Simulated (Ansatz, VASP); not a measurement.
Si in VASP and in Ansatz

Contents of INCAR:

```
ALGO = Normal
EDIFF = 1E-7
ENCUT = 520
ISIF = 2
ISMEAR = 0
LASPH = True
LCHARG = False
LREAL = Auto
LWAVE = False
NBANDS = 86
NELM = 60
PREC = Accurate
SIGMA = 0.02
```

KPOINTS

```
k-points
0
Gamma
  3 3 3
```

The input POSCAR:

```
Si
1.0
    5.4019422732     -5.4019422732     -5.4019422732
   -5.4019422732     -5.4019422732      5.4019422732
   -5.4019422732      5.4019422732     -5.4019422732
Si
32
Direct
    0.0000000000      0.2500000000      0.5000000000
    1.0000000000      0.5000000000      0.2500000000
    1.0000000000      0.7500000000      1.0000000000
    0.7500000000      0.2500000000      0.7500000000
    1.0000000000      1.0000000000      0.7500000000
    0.7500000000      0.5000000000      0.5000000000
    0.7500000000      0.7500000000      0.2500000000
    0.5000000000      0.2500000000      0.0000000000
    0.7500000000      1.0000000000      1.0000000000
    0.5000000000      0.5000000000      0.7500000000
    0.5000000000      0.7500000000      0.5000000000
    0.2500000000      0.2500000000      0.2500000000
    0.5000000000      0.0000000000      0.2500000000
    0.2500000000      0.5000000000      1.0000000000
    0.2500000000      0.7500000000      0.7500000000
    0.2500000000      0.0000000000      0.5000000000
    0.2500000000      0.5000000000      0.7500000000
    0.2500000000      0.7500000000      0.5000000000
    0.2500000000      0.0000000000      0.2500000000
    0.0000000000      0.5000000000      0.0000000000
    0.2500000000      0.2500000000      0.0000000000
    0.0000000000      0.7500000000      0.7500000000
    0.0000000000      0.0000000000      0.5000000000
    0.7500000000      0.5000000000      0.2500000000
    0.0000000000      0.2500000000      0.2500000000
    0.7500000000      0.7500000000      0.0000000000
    0.7500000000      0.0000000000      0.7500000000
    0.5000000000      0.5000000000      0.5000000000
    0.7500000000      0.2500000000      0.5000000000
    0.5000000000      0.7500000000      0.2500000000
    0.5000000000      0.0000000000      0.0000000000
    0.5000000000      0.2500000000      0.7500000000
```

Input for Ansatz:

```yaml
crystal:
  lattice:
    - [5.4019422732, -5.4019422732, -5.4019422732]
    - [-5.4019422732, -5.4019422732, 5.4019422732]
    - [-5.4019422732, 5.4019422732, -5.4019422732]
  atoms:
    - { symbol: Si, position: [0.0, 0.25, 0.5] }
    - { symbol: Si, position: [1.0, 0.5, 0.25] }
    - { symbol: Si, position: [1.0, 0.75, 1.0] }
    - { symbol: Si, position: [0.75, 0.25, 0.75] }
    - { symbol: Si, position: [1.0, 1.0, 0.75] }
    - { symbol: Si, position: [0.75, 0.5, 0.5] }
    - { symbol: Si, position: [0.75, 0.75, 0.25] }
    - { symbol: Si, position: [0.5, 0.25, 0.0] }
    - { symbol: Si, position: [0.75, 1.0, 1.0] }
    - { symbol: Si, position: [0.5, 0.5, 0.75] }
    - { symbol: Si, position: [0.5, 0.75, 0.5] }
    - { symbol: Si, position: [0.25, 0.25, 0.25] }
    - { symbol: Si, position: [0.5, 0.0, 0.25] }
    - { symbol: Si, position: [0.25, 0.5, 1.0] }
    - { symbol: Si, position: [0.25, 0.75, 0.75] }
    - { symbol: Si, position: [0.25, 0.0, 0.5] }
    - { symbol: Si, position: [0.25, 0.5, 0.75] }
    - { symbol: Si, position: [0.25, 0.75, 0.5] }
    - { symbol: Si, position: [0.25, 0.0, 0.25] }
    - { symbol: Si, position: [0.0, 0.5, 0.0] }
    - { symbol: Si, position: [0.25, 0.25, 0.0] }
    - { symbol: Si, position: [0.0, 0.75, 0.75] }
    - { symbol: Si, position: [0.0, 0.0, 0.5] }
    - { symbol: Si, position: [0.75, 0.5, 0.25] }
    - { symbol: Si, position: [0.0, 0.25, 0.25] }
    - { symbol: Si, position: [0.75, 0.75, 0.0] }
    - { symbol: Si, position: [0.75, 0.0, 0.75] }
    - { symbol: Si, position: [0.5, 0.5, 0.5] }
    - { symbol: Si, position: [0.75, 0.25, 0.5] }
    - { symbol: Si, position: [0.5, 0.75, 0.25] }
    - { symbol: Si, position: [0.5, 0.0, 0.0] }
    - { symbol: Si, position: [0.5, 0.25, 0.75] }
basis:
  ecutwfc: 420
  xc_grid: 2
kpoints:
  mp_grid: { grid: [3, 3, 3], shift: [0.0, 0.0, 0.0] }
hamiltonian:
  xc: lda
scf:
  occupations: { method: gaussian, width: 0.02 }
output:
  forces: true
  stress: true
  eigenvalues: true
```

Alike in both runs: task single point; functional LDA; k mesh 3 × 3 × 3; occupations gaussian, width 0.02 eV; no spin polarisation.

```csv
,VASP,Ansatz
version,VASP 6.6.1,Ansatz 0.2.0
potentials or method,"VASP PAW LDA potentials, release 64 (Si), cutoff 520 eV","scalar-relativistic, plane waves, PAW"
valence electrons in the cell,128,128
```

```tsv
	VASP	Ansatz	Ansatz less VASP
gap on the k mesh at the Fermi level (eV)	0.57	0.58	+0.002
least direct gap on the mesh (eV)	0.57	0.58	+0.002
pressure (GPa)	0.1	0.0	-0.05
```

LDA's correlation is that of Perdew and Zunger in VASP and of Perdew and Wang (1992) in Ansatz.
